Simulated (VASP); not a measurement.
A run of VASP 6.6.1 is set up as follows.

INCAR

```
SYSTEM = Si
PREC = Accurate
ENCUT = 400
EDIFF = 1E-6
ISMEAR = 0
SIGMA = 0.05
LREAL = Auto
LASPH = .True.
NELM = 200
ALGO = Normal
ISIF = 2
LWAVE = .False.
LCHARG = .True.
ISPIN = 2
MAGMOM = 0 0 0 0 0 0 0 0 0 0 0 0 0 0 0 0 0 0 0 0 0 0 0 0 0 0 0 0 0 0 0 0 0 0 0 0 0 0 0 0.16 0 0 0 0 0 0 0 0 0 0 0 0 0 0.16 0 0 0 0.16 0.16 0 0 0 0
LORBIT = 11
GGA = PE
IVDW = 12
LELF = .True.
LVHAR = .True.
NELECT = 253.0
NBANDS = 167
GGA_COMPAT = .False.
```

The input KPOINTS:

```
regular mesh
0
Gamma
  1 1 1
  0 0 0
```

The input POSCAR:

```
Si
1.0
   10.8600000000      0.0000000000      0.0000000000
    0.0000000000     10.8600000000      0.0000000000
    0.0000000000      0.0000000000     10.8600000000
Si
63
Direct
    0.4999631676      0.0007520258      0.0001095764
    0.6241247698      0.1258925414      0.1263267956
    0.7492753223      0.2500418969      0.0001093923
    0.8771441989      0.3753456722      0.1228125230
    0.7497352670      0.0002590239      0.2502015654
    0.8736055249      0.1258981584      0.3758126151
   -0.0000012891     -0.0000063536     -0.0000802947
    0.1247596685      0.1251128913      0.1257126151
    0.2491744015      0.2504478821     -0.0002801105
    0.3747810313      0.3752358195      0.1249724678
    0.4995420810      0.5008513812     -0.0002987109
    0.6248875691      0.6252507366      0.1257044199
    0.7500438306      0.7499976059     -0.0000695212
    0.8749248619      0.8750976980      0.1250228361
    0.2508294659      0.0004225599      0.2503881215
    0.3727388582      0.1291872007      0.3791023941
    0.4987759669      0.2512263352      0.2520615101
    0.6207847145      0.3772466851      0.3791511050
    0.7495271639      0.4991476059      0.2503963168
    0.8741994475      0.6252693370      0.3750403315
    0.4987626151      0.0021438306      0.5011581031
    0.6208536832      0.1291511971      0.6271790976
    0.7478756906      0.2512316759      0.5011664825
    0.8749659300      0.3752357274      0.6251597606
    0.7495582873      0.0004062615      0.7491073665
    0.8742004604      0.1251282689      0.8751780847
    0.0055073665      0.4990947514     -0.0055704420
    0.1254087477      0.6246074586      0.1239679558
    0.2509267035      0.7444815838     -0.0055951197
    0.3746687845      0.8728527624      0.1227947514
   -0.0001500000      0.2500226519      0.2506601289
    0.1249897790      0.3756410681      0.3759860037
    0.2498338858      0.5001688766      0.2502855433
    0.3743648250      0.6250178637      0.3759719153
    0.4999930939      0.7501647330      0.2506601289
    0.6241083794      0.8763962247      0.3758351750
   -0.0001785451      0.0007497238      0.4999726519
    0.1250063536      0.1260553407      0.6255664825
    0.2502767035      0.2579440147      0.5078662063
    0.2833020258      0.4666571823      0.7166046961
    0.4920403315      0.4997555249      0.5078921731
    0.6239618785      0.6250093923      0.6255692449
    0.7492785451      0.7501803867      0.4999707182
    0.8771732044      0.8728404236      0.6252899632
    0.2498310313      0.0003531308      0.7501020258
    0.3743663904      0.1260590239      0.8749266114
    0.4921289134      0.2578958564      0.7496606814
    0.6239549724      0.3756445672      0.8749461326
    0.7496540516      0.5001719153      0.7501017495
    0.8759725599      0.6246116943      0.8745287293
    0.0000143646      0.7499929098      0.2499013812
    0.1247261510      0.8757773481      0.3750817680
    0.0002047882      0.5008494475      0.5003649171
    0.1362743094      0.6137191529      0.6253303867
    0.2491734807      0.7497812155      0.5003848066
    0.3747775322      0.8750455801      0.6251647330
    0.0002156538      0.2504403315      0.7507631676
    0.1362233886      0.3754070902      0.8637072744
    0.3745695212      0.6137483425      0.8636571823
    0.4995574586      0.7497771639      0.7507661142
    0.6248604052      0.8757730203      0.8752135359
    0.0055687845      0.7444517495      0.7490100368
    0.1253953039      0.8740424494      0.8745453959
```

Potentials or basis: VASP PAW PBE potentials, release 64 (Si).

Run with:

```console
$ cat potpaw_PBE.64/Si/POTCAR > POTCAR
$ mpirun -np 1 vasp_gam > vasp.out
```

Task: Predict the site moments.

Result: Si +0.02, +0.00, +0.01, -0.00, +0.15, +0.10, +0.03 (each value once) μB.

Task: What does it give for the dispersion energy per atom?

Result: -0.317 eV.

Forces on the atoms (eV/Å):
```
Si   0.003  0.005  0.002
Si  -0.005  0.005  0.015
Si  -0.005 -0.004  0.002
Si   0.016 -0.018 -0.017
Si   0.007 -0.007 -0.007
Si  -0.015  0.005  0.005
Si   0.001 -0.022 -0.001
Si   0.017  0.001  0.003
Si  -0.014  0.005 -0.006
Si   0.009 -0.009 -0.004
Si  -0.005  0.014 -0.005
Si  -0.001 -0.017  0.003
Si   0.022 -0.001 -0.002
Si   0.001 -0.002 -0.001
Si   0.006 -0.022 -0.022
Si  -0.018 -0.010 -0.010
Si  -0.008  0.008  0.016
Si   0.010  0.019 -0.010
Si   0.022 -0.006 -0.022
Si  -0.003 -0.018  0.001
Si  -0.008  0.016  0.008
Si   0.010 -0.010  0.018
Si  -0.016  0.008  0.008
Si   0.003 -0.009 -0.009
Si   0.022 -0.021 -0.006
Si  -0.003  0.001 -0.017
Si   0.008 -0.021 -0.008
Si   0.016 -0.016 -0.025
Si   0.021 -0.008 -0.008
Si   0.018 -0.017 -0.017
Si  -0.002 -0.003  0.005
Si   0.020 -0.010  0.002
Si  -0.001  0.001  0.001
Si   0.010 -0.020  0.002
Si   0.003  0.002  0.005
Si  -0.005  0.015  0.005
Si  -0.002  0.005 -0.003
Si   0.020  0.002 -0.010
Si   0.015 -0.069 -0.069
Si  -0.306  0.305  0.307
Si   0.069 -0.016 -0.069
Si  -0.002 -0.020 -0.010
Si  -0.005  0.002 -0.003
Si   0.016 -0.017 -0.018
Si  -0.001  0.001  0.001
Si   0.010  0.002 -0.020
Si   0.069 -0.069 -0.016
Si  -0.002 -0.010 -0.020
Si  -0.001  0.001  0.001
Si   0.025 -0.017 -0.016
Si   0.001 -0.001 -0.021
Si   0.017  0.003  0.001
Si   0.006  0.014  0.005
Si  -0.040  0.040  0.006
Si  -0.014 -0.005  0.005
Si   0.009 -0.003 -0.009
Si   0.006  0.006  0.014
Si  -0.039  0.007  0.039
Si  -0.006  0.039  0.039
Si  -0.005 -0.005  0.014
Si  -0.001  0.003 -0.018
Si   0.007 -0.007 -0.021
Si   0.017 -0.025 -0.017
```

Caveat: the k points lie up to 0.58 Å⁻¹ apart; the cell carries a net charge on a neutralising background, which shifts energy and pressure.
